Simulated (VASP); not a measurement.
# CO2 (P4_2/mnm) in VASP: single point with PBEsol

Aim: the single point of CO2 with PBEsol.

Program: VASP 6.6.1. These are calculated values, not measurements. Logs are shortened: lines on timing, memory, paths and dates and some standing lists are left out, and cuts for length are marked.

## (1) The cell of the first run

Symmetry: P4_2/mnm, No. 136, tetragonal system. The conventional cell has a = 3.516 Å, b = 3.516 Å, c = 4.104 Å, α = 90.00°, β = 90.00°, γ = 90.00°. Within 1.5 Å of C (site symmetry mmm) lie 2 O at 1.14 Å. O (site symmetry m2m) has 1 C at 1.14 Å within 1.5 Å.

## (2) Single point, PBEsol

Contents of INCAR:

```
SYSTEM = CO2
ALGO     = Normal         ! electronic algorithm
EDIFF    = 1E-6           ! SCF threshold, eV
ENCUT    = 600            ! plane-wave cutoff, eV
GGA      = PS             ! functional
GGA_COMPAT= .False.      
ISIF     = 2              ! what is computed and relaxed
ISMEAR   = 0              ! smearing method
LASPH    = .True.         ! aspherical terms in the spheres
LCHARG   = .False.        ! write CHGCAR
LREAL    = .False.        ! projectors in reciprocal space
LWAVE    = .False.        ! write WAVECAR
NBANDS   = 25             ! bands
NELM     = 120            ! most SCF steps
PREC     = Accurate       ! precision mode
SIGMA    = 0.01           ! smearing width, eV
```

Contents of KPOINTS:

```
k-points
0
Gamma
  6 6 6
  0 0 0
```

Contents of POSCAR:

```
CO2
1.0
    3.5161000000      0.0000000000      0.0000000000
    0.0000000000      3.5161000000      0.0000000000
    0.0000000000      0.0000000000      4.1043000000
C O
2 4
Direct
    0.0000000000      0.0000000000      0.0000000000
    0.5000000000      0.5000000000      0.5000000000
    0.2300000000      0.2300000000      0.0000000000
    0.2700000000      0.7300000000      0.5000000000
    0.7300000000      0.2700000000      0.5000000000
    0.7700000000      0.7700000000      0.0000000000
```

Potentials or basis: VASP PAW PBE potentials, release 64 (C, O).

On the command line:

```console
cat potpaw_PBE.64/C/POTCAR potpaw_PBE.64/O/POTCAR > POTCAR
mpirun -np 1 vasp_std > vasp.out
```

OUTCAR:

```text
SYSTEM = CO2
   EDIFF = 1E-6
   ENCUT = 600
   GGA = PS
   ISIF = 2
   ISMEAR = 0
   LASPH = .True.
   LREAL = .False.
   NELM = 120
   PREC = Accurate

 ion  position               nearest neighbor table
   1  0.000  0.000  0.000-   3 1.14   6 1.14
   2  0.500  0.500  0.500-   4 1.14   5 1.14
   3  0.230  0.230  0.000-   1 1.14
   4  0.270  0.730  0.500-   2 1.14
   5  0.730  0.270  0.500-   2 1.14
   6  0.770  0.770  0.000-   1 1.14

  LATTYP: Found a simple tetragonal cell.
 ALAT       =     3.5161000000
 C/A-ratio  =     1.1672876198

  Lattice vectors:

 A1 = (   3.5161000000,   0.0000000000,   0.0000000000)
 A2 = (   0.0000000000,   3.5161000000,   0.0000000000)
 A3 = (   0.0000000000,   0.0000000000,   4.1043000000)

Analysis of symmetry for initial positions (statically):
=====================================================================
 Subroutine PRICEL returns:
 Original cell was already a primitive cell.

 Routine SETGRP: Setting up the symmetry group for a
 simple tetragonal supercell.

 Subroutine GETGRP returns: Found 16 space group operations
 (whereof  8 operations were pure point group operations)
 out of a pool of 16 trial point group operations.

The static configuration has the point symmetry D_2h.
 The point group associated with its full space group is D_4h.

Analysis of symmetry for dynamics (positions and initial velocities):
=====================================================================
 Subroutine PRICEL returns:
 Original cell was already a primitive cell.

 Routine SETGRP: Setting up the symmetry group for a
 simple tetragonal supercell.

 Subroutine GETGRP returns: Found 16 space group operations
 (whereof  8 operations were pure point group operations)
 out of a pool of 16 trial point group operations.

The dynamic configuration has the point symmetry D_2h.
 The point group associated with its full space group is D_4h.

 Subroutine INISYM returns: Found 16 space group operations
 (whereof  8 operations are pure point group operations),
 and found     1 'primitive' translations

----------------------------------------------------------------------------------------

                                     Primitive cell

  volume of cell :      50.7413

  direct lattice vectors                    reciprocal lattice vectors
     3.516100000  0.000000000  0.000000000     0.284406018  0.000000000  0.000000000
     0.000000000  3.516100000  0.000000000     0.000000000  0.284406018  0.000000000
     0.000000000  0.000000000  4.104300000     0.000000000  0.000000000  0.243646907

  length of vectors
     3.516100000  3.516100000  4.104300000     0.284406018  0.284406018  0.243646907

  position of ions in fractional coordinates (direct lattice)
     0.000000000  0.000000000  0.000000000
     0.500000000  0.500000000  0.500000000
     0.230000000  0.230000000  0.000000000
     0.270000000  0.730000000  0.500000000
     0.730000000  0.270000000  0.500000000
     0.770000000  0.770000000  0.000000000

  ion indices of the primitive-cell ions
   primitive index   ion index
                 1           1
                 2           2
                 3           3
                 4           4
                 5           5
                 6           6

----------------------------------------------------------------------------------------

 KPOINTS: k-points

Automatic generation of k-mesh.
 Grid dimensions read from file:
 generate k-points for:    6    6    6

 Generating k-lattice:

  Cartesian coordinates                     Fractional coordinates (reciprocal lattice)
     0.047401003  0.000000000  0.000000000     0.166666667  0.000000000  0.000000000
     0.000000000  0.047401003  0.000000000     0.000000000  0.166666667  0.000000000
     0.000000000  0.000000000  0.040607818     0.000000000  0.000000000  0.166666667

  Length of vectors
     0.047401003  0.047401003  0.040607818

  Shift w.r.t. Gamma in fractional coordinates (k-lattice)
     0.000000000  0.000000000  0.000000000

 Subroutine IBZKPT returns following result:
 ===========================================

 Found     40 irreducible k-points:

 Following reciprocal coordinates:
            Coordinates               Weight
  0.000000  0.000000  0.000000      1.000000
  0.166667  0.000000  0.000000      4.000000
  0.333333  0.000000  0.000000      4.000000
  0.500000  0.000000  0.000000      2.000000
  0.166667  0.166667  0.000000      4.000000
  0.333333  0.166667  0.000000      8.000000
[... 16 lines left out ...]
  0.333333  0.000000  0.333333      8.000000
  0.500000  0.000000  0.333333      4.000000
 [... further k-points ...]
   k-points           NKPTS =     40   k-points in BZ     NKDIM =     40   number of bands    NBANDS=     25
   number of dos      NEDOS =    301   number of ions     NIONS =      6
   total plane-waves  NPLWV =  28224
   dimension x,y,z NGX =    28 NGY =   28 NGZ =   36
   dimension x,y,z NGXF=    56 NGYF=   56 NGZF=   72
   ions per type =               2   4
   NGX,Y,Z   is equivalent  to a cutoff of  13.24, 13.24, 14.58 a.u.
   NGXF,Y,Z  is equivalent  to a cutoff of  26.48, 26.48, 29.16 a.u.
 SYSTEM =  CO2
   PREC   = accura    normal or accurate (medium, high low for compatibility)
   ISTART =      0    job   : 0-new  1-cont  2-samecut
   ICHARG =      2    charge: 1-file 2-atom 10-const
   ISPIN  =      1    spin polarized calculation?
   LNONCOLLINEAR =      F non collinear calculations
   LSORBIT =      F    spin-orbit coupling
   LASPH  =      T    aspherical Exc in radial PAW
   ENCUT  =  600.0 eV  44.10 Ry    6.64 a.u.   7.02  7.02  8.20*2*pi/ulx,y,z
   NELM   =    120;   NELMIN=  2; NELMDL= -5     # of ELM steps
   EDIFF  = 0.1E-05   stopping-criterion for ELM
   LREAL  =      F    real-space projection
[... 7 lines left out ...]
   TEBEG  =    0.0;   TEEND  =   0.0 temperature during run
   PSTRESS=    0.0 pullay stress
   NELECT =      32.0000    total number of electrons
   NUPDOWN=      -1.0000    fix difference up-down
   EMIN   =  10.00;   EMAX   =-10.00  energy-range for DOS
   EFERMI =   0.00;   METHOD = LEGACY
   ISMEAR =     0;   SIGMA  =   0.01  broadening in eV -4-tet -1-fermi 0-gaus
   EFERMI_NEDOS =   21; number of points for ismear=-14 and -15
   IALGO  =     38    algorithm
   IMIX   =      4    mixing-type and parameters
     AMIX     =   0.40;   BMIX     =  1.00
     AMIX_MAG =   1.60;   BMIX_MAG =  1.00
  volume/ion in A,a.u.               =       8.46        57.07
  Fermi-wavevector in a.u.,A,eV,Ry     =   1.403905  2.652995 26.816383  1.970949
  Thomas-Fermi vector in A             =   2.526520
   LORBIT       =      0    0 simple, 1 ext, 2 COOP (PROOUT), +10 PAW based schemes
   GGA     = PS    functional components
   LHFCALC =     F    Hartree Fock is set to
   AEXX    =    0.0000 exact exchange contribution
   IVDW    =     0    specifies the selected vdW correction
   LEPSILON=     F    determine dielectric tensor
   LRPA    =     F    only Hartree local field effects (RPA)
 non-spin polarized calculation
 Gauss-broadening in eV      SIGMA  =   0.01
  energy-cutoff  :      600.00
  volume of cell :       50.74
 maximum number of plane-waves:      1724
   NGX = 15   NGY = 15   NGZ = 17

 number of electron      32.0000001 magnetization

 Free energy of the ion-electron system (eV)
  ---------------------------------------------------
  ext. energy  EPLUGINS =         0.00000000
  ---------------------------------------------------
  free energy    TOTEN  =       -46.02451013 eV

  energy without entropy =      -46.02451013  energy(sigma->0) =      -46.02451013

 E-fermi :   1.4516     XC(G=0): -11.0923

 val. band max:        1.3886068010   @ k =   0.5000   0.5000   0.5000
 cond. band min:       7.1857000210   @ k =   0.0000   0.0000   0.0000
 fundamental gap:      5.7970932200
 Fermi energy:         1.4515823671

 k-point     1 :       0.0000    0.0000    0.0000
  band No.  band energies     occupation
      1     -21.4878      2.00000
      2     -20.1559      2.00000
      3     -19.3243      2.00000
      4     -19.3243      2.00000
      5      -6.2685      2.00000
      6      -6.0113      2.00000
[... 17 lines left out ...]
     24      18.2389      0.00000
     25      18.7468      0.00000

 k-point     2 :       0.1667    0.0000    0.0000
  band No.  band energies     occupation
      1     -21.3789      2.00000
      2     -20.1772      2.00000
      3     -19.3930      2.00000
      4     -19.3435      2.00000
      5      -6.0628      2.00000
      6      -5.8907      2.00000
[... 17 lines left out ...]
     24      18.0858      0.00000
     25      18.7671      0.00000

 k-point     3 :       0.3333    0.0000    0.0000
  band No.  band energies     occupation
      1     -21.0799      2.00000
      2     -20.3266      2.00000
      3     -19.4881      2.00000
      4     -19.3986      2.00000
      5      -5.5341      2.00000
      6      -5.4680      2.00000
[... 17 lines left out ...]
     24      18.1305      0.00000
     25      18.8996      0.00000

 k-point     4 :       0.5000    0.0000    0.0000
  band No.  band energies     occupation
      1     -20.6770      2.00000
      2     -20.6770      2.00000
      3     -19.4698      2.00000
      4     -19.4698      2.00000
      5      -5.2975      2.00000
      6      -5.2975      2.00000
[... 17 lines left out ...]
     24      17.1964      0.00000
     25      19.0838      0.00000
[... 477 lines left out ...]
 k-point    22 :       0.1667    0.0000    0.3333
  band No.  band energies     occupation
      1     -21.0924      2.00000
      2     -20.4865      2.00000
      3     -19.3916      2.00000
      4     -19.3600      2.00000
      5      -6.4884      2.00000
      6      -5.7300      2.00000
[... 17 lines left out ...]
     24      18.7828      0.00000
     25      19.5464      0.00000

 k-point    23 :       0.3333    0.0000    0.3333
  band No.  band energies     occupation
      1     -20.8547      2.00000
      2     -20.4523      2.00000
      3     -19.5375      2.00000
      4     -19.4661      2.00000
      5      -6.3935      2.00000
      6      -6.0074      2.00000
[... 17 lines left out ...]
     24      18.5708      0.00000
     25      19.2163      0.00000

 k-point    24 :       0.5000    0.0000    0.3333
  band No.  band energies     occupation
      1     -20.5803      2.00000
      2     -20.5803      2.00000
      3     -19.5702      2.00000
      4     -19.5702      2.00000
      5      -6.2499      2.00000
      6      -6.2499      2.00000
[... 17 lines left out ...]
     24      18.0014      0.00000
     25      18.6914      0.00000

 [... further k-points ...]
[... 5 lines left out ...]
  --------------------------------------------------------------------------------------
  -------------------------------------------------------------------------------------
  Total       12.8574902     12.8574902      6.5767845      0.0000000      0.0000000      0.0000000
  in kB      405.9805728    405.9805728    207.6646911      0.0000000      0.0000000      0.0000000
  external PRESSURE =     339.8752789 kB  Pullay stress =       0.0000000 kB

 VOLUME and BASIS-vectors are now :
 -----------------------------------------------------------------------------
  energy-cutoff  :      600.00
  volume of cell :       50.74
      direct lattice vectors                 reciprocal lattice vectors
     3.516100000  0.000000000  0.000000000     0.284406018  0.000000000  0.000000000
     0.000000000  3.516100000  0.000000000     0.000000000  0.284406018  0.000000000
     0.000000000  0.000000000  4.104300000     0.000000000  0.000000000  0.243646907

 POSITION                                       TOTAL-FORCE (eV/Angst)
 -----------------------------------------------------------------------------------
      0.00000      0.00000      0.00000         0.000000      0.000000      0.000000
      1.75805      1.75805      2.05215         0.000000      0.000000      0.000000
      0.80870      0.80870      0.00000         1.763227      1.763227     -0.000000
      0.94935      2.56675      2.05215        -1.763227      1.763227      0.000000
      2.56675      0.94935      2.05215         1.763227     -1.763227      0.000000
      2.70740      2.70740      0.00000        -1.763227     -1.763227      0.000000
 -----------------------------------------------------------------------------------
    total drift:                                0.000000     -0.000000      0.000000

  FREE ENERGIE OF THE ION-ELECTRON SYSTEM (eV)
  ---------------------------------------------------
  free  energy   TOTEN  =       -46.0245101281 eV

  energy  without entropy=      -46.0245101281  energy(sigma->0) =      -46.02451013
```

Wall time 56 s (1 thread of Intel Xeon Platinum 8259CL at 2.50GHz (Skylake/Cascade Lake), shared host); peak memory 0.19 GiB.

Results:

- Free energy: -46.0245 eV
- Pressure: 34.0 GPa
- Largest force: 2.494 eV/Å
- Band gap on the k mesh: 5.80 eV (least direct gap 6.51 eV)

Forces in eV/Å, atoms in the order of the input:
```
C    0.000  0.000  0.000
C    0.000  0.000  0.000
O    1.763  1.763  0.000
O   -1.763  1.763  0.000
O    1.763 -1.763  0.000
O   -1.763 -1.763  0.000
```

Levels at points of the mesh, in eV from the valence-band top:
```tsv
k point	band 13	band 14	band 15	band 16	band 17	band 18	band 19	band 20
(0.00, 0.00, 0.00)	-3.44	-1.95	-1.45	-1.45	5.80	6.48	6.48	7.16
(0.50, 0.00, 0.00)	-1.74	-1.74	-1.24	-1.24	7.57	7.57	7.68	7.68
(0.50, 0.50, 0.00)	-2.13	-2.13	-0.01	-0.01	7.86	7.86	8.29	8.29
(0.00, 0.00, 0.50)	-3.01	-3.01	-1.34	-1.34	7.03	7.03	7.33	7.33
(0.50, 0.00, 0.50)	-2.72	-2.72	-0.91	-0.91	7.22	7.22	8.36	8.36
(0.50, 0.50, 0.50)	-1.27	-1.27	0.00	0.00	6.51	6.51	8.28	8.28
```

Caveat: the cell stands under pressure; this functional lacks dispersion, which holds the molecules together, so the pressure and a relaxed volume are unreliable; the PAW data sets were made with another functional, which shifts forces and pressure a little. A k mesh can miss the band edges.
